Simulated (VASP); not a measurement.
ScSi2, 3 atoms in the cell. It takes space group P6/mmm (No. 191, hexagonal). Conventional cell: a = 3.660 Å, b = 3.660 Å, c = 3.870 Å, α = 90.00°, β = 90.00°, γ = 120.00°. Sc (site symmetry 6/mmm) has 12 Si at 2.87 Å and 8 Sc at 3.66 to 3.87 Å within 3.9 Å. Within 2.9 Å of Si (site symmetry -6m2) lie 3 Si at 2.11 Å and 6 Sc at 2.87 Å. 

| Quantity | Value |
| --- | --- |
| Program | VASP 6.6.1 |
| Task | single point |
| Functional | r2SCAN |
| Dispersion | D4 |
| Potentials or basis | VASP PAW PBE potentials, release 64 (Sc_sv, Si) |
| Cutoff | 520 eV |
| k mesh | 8 × 8 × 7 |
| Occupations | fermi-dirac, width 0.1 eV |
| Spin | no spin polarisation |
| Dipole correction | no |
| Further INCAR settings | ALGO = Normal; EDIFF = 1e-07; NBANDS = 16 |

Potentials or basis: VASP PAW PBE potentials, release 64 (Sc_sv, Si).

Command:

```bash
$ cat potpaw_PBE.64/Sc_sv/POTCAR potpaw_PBE.64/Si/POTCAR > POTCAR
$ cp INCAR.step1 INCAR
$ mpirun -np 1 vasp_std > vasp.out
$ cp INCAR.step2 INCAR
$ mpirun -np 1 vasp_std > vasp.out
```

Hardware: 1 thread of Intel Xeon 8259CL, on a shared host.

Q: Estimate the wall time of this run.

A: Run time: 4.1 min on 1 thread of Intel Xeon 8259CL, with other jobs on the host, peak memory 0.19 GiB. Counts: k points 40.
